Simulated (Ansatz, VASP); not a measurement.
**Ga4P3N: VASP beside Ansatz**

The input POSCAR:

```
Ga4P3N
1.0
   -2.6120867391      2.6120867391      5.1689772579
    2.6120867391     -2.6120867391      5.1689772579
    2.6120867391      2.6120867391     -5.1689772579
N Ga P
1 4 3
Direct
    0.0000000000      0.0000000000      0.0000000000
    0.6667276820      0.6667276820      0.5622700099
    0.8955423279      0.3332723180      0.0000000000
    0.1044576721      0.1044576721      0.4377299901
    0.3332723180      0.8955423279      0.0000000000
    0.2500000000      0.7500000000      0.5000000000
    0.5000000000      0.5000000000      0.0000000000
    0.7500000000      0.2500000000      0.5000000000
```

Contents of INCAR.step1:

```
PREC     = Accurate       # precision mode
ENCUT    = 520            # plane-wave cutoff, eV
ISMEAR   = 0              # smearing method
SIGMA    = 0.01           # smearing width, eV
LREAL    = False          # projectors in reciprocal space
LASPH    = True           # aspherical terms in the spheres
NELM     = 80             # most SCF steps
NBANDS   = 46             # bands
GGA      = PE             # functional
ALGO     = Normal         # electronic algorithm
EDIFF    = 1E-4           # SCF threshold, eV
LWAVE    = True           # write WAVECAR
LCHARG   = False          # write CHGCAR
```

File INCAR.step2:

```
PREC     = Accurate       # precision mode
ENCUT    = 520            # plane-wave cutoff, eV
EDIFF    = 1E-6           # SCF threshold, eV
ISMEAR   = 0              # smearing method
SIGMA    = 0.01           # smearing width, eV
LREAL    = False          # projectors in reciprocal space
LASPH    = True           # aspherical terms in the spheres
NELM     = 80             # most SCF steps
ALGO     = Normal         # electronic algorithm
ISIF     = 2              # what is computed and relaxed
LWAVE    = False          # write WAVECAR
LCHARG   = False          # write CHGCAR
METAGGA  = R2SCAN         # meta-GGA
LMIXTAU  = True         
NBANDS   = 46             # bands
ISTART   = 1
```

Contents of KPOINTS:

```
regular mesh
0
Gamma
  8 8 8
```

Input for Ansatz:

```yaml
crystal:
  lattice:
    - [-2.6120867391, 2.6120867391, 5.1689772579]
    - [2.6120867391, -2.6120867391, 5.1689772579]
    - [2.6120867391, 2.6120867391, -5.1689772579]
  atoms:
    - { symbol: "N", position: [0.0, 0.0, 0.0] }
    - { symbol: Ga, position: [0.666727682, 0.666727682, 0.5622700099] }
    - { symbol: P, position: [0.25, 0.75, 0.5] }
    - { symbol: Ga, position: [0.8955423279, 0.333272318, 0.0] }
    - { symbol: P, position: [0.5, 0.5, 0.0] }
    - { symbol: Ga, position: [0.1044576721, 0.1044576721, 0.4377299901] }
    - { symbol: P, position: [0.75, 0.25, 0.5] }
    - { symbol: Ga, position: [0.333272318, 0.8955423279, 0.0] }
kpoints:
  mp_grid: { grid: [8, 8, 8] }
  band_path:
    path:
      - [0.0, 0.0, 0.0]
      - [0.0, 0.0, 0.5]
      - [0.25, 0.25, 0.25]
      - [0.0, 0.5, 0.0]
      - [0.5, 0.5, -0.5]
      - [0.3138419222, 0.6861580778, -0.3138419222]
      - [-0.3138419222, 0.3138419222, 0.3138419222]
      - [-0.1276838444, 0.1276838444, 0.5]
      - [0.5, 0.5, -0.1276838444]
      - [-0.010417, 0.010417, -0.010417]
    npoints: 1
hamiltonian:
  xc: r2scan
scf:
  occupations: { method: fixed }
  n_extra_bands: 6
output:
  forces: true
  stress: true
  eigenvalues: true
  write_density: true
  write_potential: true
  elf: true
  volumetric_format: npy
```

Alike in both runs: task single point; functional r2SCAN; k mesh 8 × 8 × 8; no spin polarisation.

```csv
,VASP,Ansatz
version,VASP 6.6.1,Ansatz 0.2.0
potentials or method,"VASP PAW PBE potentials, release 64 (N, Ga_d, P)","plane waves, PAW"
plane-wave cutoff (eV),520,500
occupations,"gaussian, width 0.01 eV",fixed
valence electrons in the cell,72,72
```

|  | VASP | Ansatz | Ansatz less VASP |
| --- | --- | --- | --- |
| gap on the k mesh at the Fermi level (eV) | 1.23 | 1.24 | +0.007 |
| pressure (GPa) | 0.1 | 0.0 | -0.14 |
| rms of the force components (eV/Å) | 0.026 | 0.001 | -0.0249 |

VASP's potentials were made for PBE, not for r2SCAN.
